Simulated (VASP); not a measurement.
# Si2W (I4/mmm) in VASP: notebook, part 2 of 3

VASP 6.6.1. Earlier steps stand in the parts before.

## (3) Single point, LDA

This run uses another cell than the first one, of the same volume but with other edges.

INCAR reads:

```
PREC     = Accurate       # precision mode
ENCUT    = 520            # plane-wave cutoff, eV
EDIFF    = 1E-6           # SCF threshold, eV
ISMEAR   = 0              # smearing method
SIGMA    = 0.15           # smearing width, eV
LREAL    = F              # projectors in reciprocal space
LASPH    = T              # aspherical terms in the spheres
NELM     = 100            # most SCF steps
ALGO     = Normal         # electronic algorithm
ISIF     = 2              # what is computed and relaxed
LWAVE    = F              # write WAVECAR
LCHARG   = T              # write CHGCAR
GGA      = CA             # functional
LELF     = T              # ELF
LVHAR    = T            
NBANDS   = 18             # bands
```

KPOINTS reads:

```
Automatic mesh
0
Gamma
  18 18 18
```

POSCAR reads:

```
Si2W
1.0
   -1.6685459133      1.6685459133      3.5416555556
    1.6685459133     -1.6685459133      3.5416555556
    1.6685459133      1.6685459133     -3.5416555556
Si W
2 1
Direct
    0.3668292265      0.3668292265      0.0000000000
    0.6331707735      0.6331707735      0.0000000000
    0.0000000000      0.0000000000      0.0000000000
```

Potentials or basis: VASP PAW LDA potentials, release 64 (Si, W_sv).

On the command line:

```bash
> cat potpaw_LDA.64/Si/POTCAR potpaw_LDA.64/W_sv/POTCAR > POTCAR
> mpirun -np 1 vasp_std > vasp.out
```

OUTCAR:

```text
PREC = Accurate
   ENCUT = 520
   EDIFF = 1E-6
   ISMEAR = 0
   LREAL = F
   LASPH = T
   NELM = 100
   ISIF = 2
   GGA = CA

 ion  position               nearest neighbor table
   1  0.367  0.367  0.000-   2 1.89   3 2.54   3 2.54   3 2.54   3 2.54   3 2.60   2 2.88   2 2.88
                             2 2.88   2 2.88
   2  0.633  0.633  0.000-   1 1.89   3 2.54   3 2.54   3 2.54   3 2.54   3 2.60   1 2.88   1 2.88
                             1 2.88   1 2.88
   3  0.000  0.000  0.000-   2 2.54   2 2.54   2 2.54   1 2.54   2 2.54   1 2.54   1 2.54   1 2.54
                             1 2.60   2 2.60

  LATTYP: Found a body centered tetragonal cell.
 ALAT       =     3.3370918266
 C/A-ratio  =     2.1226000000

  Lattice vectors:

 A1 = (  -1.6685459133,   1.6685459133,   3.5416555556)
 A2 = (   1.6685459133,  -1.6685459133,   3.5416555556)
 A3 = (   1.6685459133,   1.6685459133,  -3.5416555556)

Analysis of symmetry for initial positions (statically):
=====================================================================
 Subroutine PRICEL returns:
 Original cell was already a primitive cell.

 Routine SETGRP: Setting up the symmetry group for a
 body centered tetragonal supercell.

 Subroutine GETGRP returns: Found 16 space group operations
 (whereof 16 operations were pure point group operations)
 out of a pool of 16 trial point group operations.

The static configuration has the point symmetry D_4h.

Analysis of symmetry for dynamics (positions and initial velocities):
=====================================================================
 Subroutine PRICEL returns:
 Original cell was already a primitive cell.

 Routine SETGRP: Setting up the symmetry group for a
 body centered tetragonal supercell.

 Subroutine GETGRP returns: Found 16 space group operations
 (whereof 16 operations were pure point group operations)
 out of a pool of 16 trial point group operations.

The dynamic configuration has the point symmetry D_4h.

 Subroutine INISYM returns: Found 16 space group operations
 (whereof 16 operations are pure point group operations),
 and found     1 'primitive' translations

----------------------------------------------------------------------------------------

                                     Primitive cell

  volume of cell :      39.4405

  direct lattice vectors                    reciprocal lattice vectors
    -1.668545913  1.668545913  3.541655556     0.000000000  0.299662117  0.141176913
     1.668545913 -1.668545913  3.541655556     0.299662117  0.000000000  0.141176913
     1.668545913  1.668545913 -3.541655556     0.299662117  0.299662117  0.000000000

  length of vectors
     4.255750816  4.255750816  4.255750816     0.331252630  0.331252630  0.423786229

  position of ions in fractional coordinates (direct lattice)
     0.366829227  0.366829227  0.000000000
     0.633170773  0.633170773  0.000000000
     0.000000000  0.000000000  0.000000000

  ion indices of the primitive-cell ions
   primitive index   ion index
                 1           1
                 2           2
                 3           3

----------------------------------------------------------------------------------------

 KPOINTS: Automatic mesh

Automatic generation of k-mesh.
 Grid dimensions read from file:
 generate k-points for:   18   18   18

 Generating k-lattice:

  Cartesian coordinates                     Fractional coordinates (reciprocal lattice)
     0.000000000  0.016647895  0.007843162     0.055555556  0.000000000 -0.000000000
     0.016647895  0.000000000  0.007843162     0.000000000  0.055555556 -0.000000000
     0.016647895  0.016647895  0.000000000     0.000000000  0.000000000  0.055555556

  Length of vectors
     0.018402924  0.018402924  0.023543679

  Shift w.r.t. Gamma in fractional coordinates (k-lattice)
     0.000000000  0.000000000  0.000000000

 Subroutine IBZKPT returns following result:
 ===========================================

 Found    480 irreducible k-points:

 Following reciprocal coordinates:
            Coordinates               Weight
  0.000000  0.000000  0.000000      1.000000
  0.055556 -0.000000  0.000000      8.000000
  0.111111 -0.000000  0.000000      8.000000
  0.166667 -0.000000  0.000000      8.000000
  0.222222  0.000000  0.000000      8.000000
  0.277778 -0.000000  0.000000      8.000000
[... 16 lines left out ...]
 -0.277778  0.055556 -0.000000     16.000000
 -0.222222  0.055556  0.000000     16.000000
 [... further k-points ...]
   k-points           NKPTS =    480   k-points in BZ     NKDIM =    480   number of bands    NBANDS=     18
   number of dos      NEDOS =    301   number of ions     NIONS =      3
   total plane-waves  NPLWV =  32768
   dimension x,y,z NGX =    32 NGY =   32 NGZ =   32
   dimension x,y,z NGXF=    64 NGYF=   64 NGZF=   64
   ions per type =               2   1
   NGX,Y,Z   is equivalent  to a cutoff of  12.50, 12.50, 12.50 a.u.
   NGXF,Y,Z  is equivalent  to a cutoff of  25.00, 25.00, 25.00 a.u.
 SYSTEM =  unknown system
   PREC   = accura    normal or accurate (medium, high low for compatibility)
   ISTART =      0    job   : 0-new  1-cont  2-samecut
   ICHARG =      2    charge: 1-file 2-atom 10-const
   ISPIN  =      1    spin polarized calculation?
   LNONCOLLINEAR =      F non collinear calculations
   LSORBIT =      F    spin-orbit coupling
   LASPH  =      T    aspherical Exc in radial PAW
   ENCUT  =  520.0 eV  38.22 Ry    6.18 a.u.   7.91  7.91  7.91*2*pi/ulx,y,z
   NELM   =    100;   NELMIN=  2; NELMDL= -5     # of ELM steps
   EDIFF  = 0.1E-05   stopping-criterion for ELM
   LREAL  =      F    real-space projection
   EDIFFG = 0.1E-04   stopping-criterion for IOM
   NSW    =      0    number of steps for IOM
   IBRION =     -1    ionic relax: 0-MD 1-quasi-New 2-CG
   NFREE  =      0    steps in history (QN), initial steepest desc. (CG)
   ISIF   =      2    stress and relaxation
   ISYM   =      2    0-nonsym 1-usesym 2-fastsym
   POTIM  = 0.5000    time-step for ionic-motion
   TEBEG  =    0.0;   TEEND  =   0.0 temperature during run
   PSTRESS=    0.0 pullay stress
   NELECT =      22.0000    total number of electrons
   NUPDOWN=      -1.0000    fix difference up-down
   EMIN   =  10.00;   EMAX   =-10.00  energy-range for DOS
   EFERMI =   0.00;   METHOD = LEGACY
   ISMEAR =     0;   SIGMA  =   0.15  broadening in eV -4-tet -1-fermi 0-gaus
   EFERMI_NEDOS =   21; number of points for ismear=-14 and -15
   IALGO  =     38    algorithm
   IMIX   =      4    mixing-type and parameters
     AMIX     =   0.40;   BMIX     =  1.00
     AMIX_MAG =   1.60;   BMIX_MAG =  1.00
  volume/ion in A,a.u.               =      13.15        88.72
  Fermi-wavevector in a.u.,A,eV,Ry     =   1.347622  2.546637 24.709347  1.816086
  Thomas-Fermi vector in A             =   2.475358
   LORBIT       =      0    0 simple, 1 ext, 2 COOP (PROOUT), +10 PAW based schemes
   GGA     = CA    functional components
   LHFCALC =     F    Hartree Fock is set to
   AEXX    =    0.0000 exact exchange contribution
   IVDW    =     0    specifies the selected vdW correction
   LEPSILON=     F    determine dielectric tensor
   LRPA    =     F    only Hartree local field effects (RPA)
 non-spin polarized calculation
 Gauss-broadening in eV      SIGMA  =   0.15
  energy-cutoff  :      520.00
  volume of cell :       39.44
 maximum number of plane-waves:      1089
   NGX = 15   NGY = 15   NGZ = 15

 number of electron      22.0000002 magnetization

 Free energy of the ion-electron system (eV)
  ---------------------------------------------------
  ext. energy  EPLUGINS =         0.00000000
  ---------------------------------------------------
  free energy    TOTEN  =       -24.22608003 eV

  energy without entropy =      -24.20866744  energy(sigma->0) =      -24.21737373

 E-fermi :  11.8882     XC(G=0): -12.6816

 val. band max:       11.8852946423   @ k =  -0.1111   0.2222   0.1111
 cond. band min:      11.8929563297   @ k =  -0.1111   0.2778   0.0556
 fundamental gap:      0.0076616874
 Fermi energy:        11.8882058188

 k-point     1 :       0.0000    0.0000    0.0000
  band No.  band energies     occupation
      1     -61.3544      2.00000
      2     -26.0820      2.00000
      3     -26.0820      2.00000
      4     -25.6154      2.00000
      5      -2.3694      2.00000
      6       5.2343      2.00000
[... 481 lines left out ...]
      5      -1.5008      2.00000
      6       5.2849      2.00000
[... 10 lines left out ...]
     17      18.7680      0.00000
     18      20.9905      0.00000

 [... further k-points ...]

------------------------ aborting loop because EDIFF is reached ----------------------------------------

  FORCE on cell =-STRESS in cart. coord.  units (eV):
  Direction    XX          YY          ZZ          XY          YZ          ZX
  --------------------------------------------------------------------------------------
  -------------------------------------------------------------------------------------
  Total       -0.0888147     -0.0888147     21.9774660      0.0000000      0.0000000      0.0000000
  in kB       -3.6078847     -3.6078847    892.7822815      0.0000000      0.0000000      0.0000000
  external PRESSURE =     295.1888374 kB  Pullay stress =       0.0000000 kB

 VOLUME and BASIS-vectors are now :
 -----------------------------------------------------------------------------
  energy-cutoff  :      520.00
  volume of cell :       39.44
      direct lattice vectors                 reciprocal lattice vectors
    -1.668545913  1.668545913  3.541655556     0.000000000  0.299662117  0.141176913
     1.668545913 -1.668545913  3.541655556     0.299662117  0.000000000  0.141176913
     1.668545913  1.668545913 -3.541655556     0.299662117  0.299662117  0.000000000

 POSITION                                       TOTAL-FORCE (eV/Angst)
 -----------------------------------------------------------------------------------
      0.00000      0.00000      2.59837         0.000000      0.000000    -12.172307
      0.00000      0.00000      4.48495        -0.000000     -0.000000     12.172307
      0.00000      0.00000      0.00000        -0.000000     -0.000000      0.000000
 -----------------------------------------------------------------------------------
    total drift:                               -0.000000      0.000000      0.000000

  FREE ENERGIE OF THE ION-ELECTRON SYSTEM (eV)
  ---------------------------------------------------
  free  energy   TOTEN  =       -24.2260800257 eV

  energy  without entropy=      -24.2086674437  energy(sigma->0) =      -24.21737373
```

It took 93 s on 1 thread of Intel Xeon 6975P-C (Granite Rapids), shared host; peak memory 0.41 GiB.

Results:

```
Free energy            : -24.2261 eV
Pressure               : 29.5 GPa
Largest force          : 12.172 eV/Å
Band gap on the k mesh : zero (bands 11 and 12 overlap by 1.23 eV)
```

Forces in eV/Å, atoms in the order of the input:
```
Si    0.000   0.000 -12.172
Si    0.000   0.000  12.172
W     0.000   0.000   0.000
```

Caveat: the cell stands under pressure; spin-orbit coupling is left out, which moves the levels of the heavy elements; forces of over 1 eV/Å act on the atoms, so gaps and moduli don't describe the material at rest.

[end of part 2 of 3]
